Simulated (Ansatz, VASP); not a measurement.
Two plane-wave programs on Ru

File INCAR:

```
SYSTEM = Ru
PREC     = Accurate       ! precision mode
ENCUT    = 520            ! plane-wave cutoff, eV
EDIFF    = 1E-6           ! SCF threshold, eV
ISMEAR   = -1             ! smearing method
SIGMA    = 0.1            ! smearing width, eV
LREAL    = .False.        ! projectors in reciprocal space
LASPH    = .True.         ! aspherical terms in the spheres
NELM     = 80             ! most SCF steps
ALGO     = Normal         ! electronic algorithm
ISIF     = 2              ! what is computed and relaxed
LWAVE    = .False.        ! write WAVECAR
LCHARG   = .False.        ! write CHGCAR
NBANDS   = 21             ! bands
```

The input KPOINTS:

```
Automatic mesh
0
Gamma
  13 13 13
  0 0 0
```

Contents of POSCAR:

```
Ru
1.0
    0.0000000000      2.4861693204      2.4861693204
    2.4861693204      0.0000000000      2.4861693204
    2.4861693204      2.4861693204      0.0000000000
Ru
2
Direct
   -0.1250000000     -0.1250000000     -0.1250000000
    0.1250000000      0.1250000000      0.1250000000
```

Input for Ansatz:

```yaml
crystal:
  lattice:
    - [0.0, 2.4861693204, 2.4861693204]
    - [2.4861693204, 0.0, 2.4861693204]
    - [2.4861693204, 2.4861693204, 0.0]
  atoms:
    - { symbol: Ru, position: [-0.125, -0.125, -0.125] }
    - { symbol: Ru, position: [0.125, 0.125, 0.125] }
kpoints:
  mp_grid: { grid: [13, 13, 13] }
scf:
  occupations: { method: fermi_dirac, width: 0.1 }
hamiltonian:
  xc: lda
  pseudopotentials: { kind: paw }
output:
  forces: true
  stress: true
  eigenvalues: true
  populations: true
```

Change from the starting cell: volume scaled by 0.8, PAW files.

Alike in both runs: task single point; functional LDA; k mesh 13 × 13 × 13; occupations fermi-dirac, width 0.1 eV; no spin polarisation.

```csv
,VASP,Ansatz
version,VASP 6.6.1,Ansatz 0.2.0
potentials or method,"VASP PAW LDA potentials, release 64 (Ru_pv)","PAW with Ansatz's default frozen-core files, scalar-relativistic"
plane-wave cutoff (eV),520,420
valence electrons in the cell,28,32
```

|  | VASP | Ansatz | Ansatz less VASP |
| --- | --- | --- | --- |
| pressure (GPa) | 75.1 | 71.8 | -3.26 |

LDA's correlation is that of Perdew and Zunger in VASP and of Perdew and Wang (1992) in Ansatz. Both programs put the cell under a high pressure, so it lies far from rest at this level. VASP's potentials hold 28 valence electrons a cell and Ansatz's 32, so a difference there can come from the potentials and not from the codes.

Noted on VASP's run: the cell as given lies far from equilibrium.
